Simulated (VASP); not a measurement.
NbAu2, 3 atoms in the cell. Symmetry: P6/mmm, No. 191, hexagonal system. Conventional cell: a = 4.641 Å, b = 4.641 Å, c = 2.738 Å, α = 90.00°, β = 90.00°, γ = 120.00°. Nb (site symmetry 6/mmm) has 2 Nb at 2.74 Å and 12 Au at 3.01 Å within 3.6 Å. Within 3.5 Å of Au (site symmetry -6m2) lie 5 Au at 2.68 to 2.74 Å and 6 Nb at 3.01 Å. 

| Property | Result |
| --- | --- |
| Program | VASP 6.6.1 |
| Task | single point |
| Functional | LDA |
| Potentials or basis | VASP PAW LDA potentials, release 64 (Nb_sv, Au) |
| Cutoff | 520 eV |
| k mesh | 7 × 7 × 11 |
| Occupations | fermi-dirac, width 0.1 eV |
| Spin | no spin polarisation |
| Dipole correction | no |
| Further INCAR settings | ALGO = Normal; EDIFF = 1e-06; NBANDS = 24 |

Potentials or basis: VASP PAW LDA potentials, release 64 (Nb_sv, Au).

Run with:

```sh
$ cat potpaw_LDA.64/Nb_sv/POTCAR potpaw_LDA.64/Au/POTCAR > POTCAR
$ mpirun -np 1 vasp_std > vasp.out
```

Hardware: 1 thread of Intel Xeon 6975P-C, with other jobs on the host.

Task: Estimate the wall time of this run.

Result: Run time: 46 s on 1 thread of Intel Xeon 6975P-C (shared host), peak memory 0.18 GiB. Counts: scf iterations 13, k points 48.
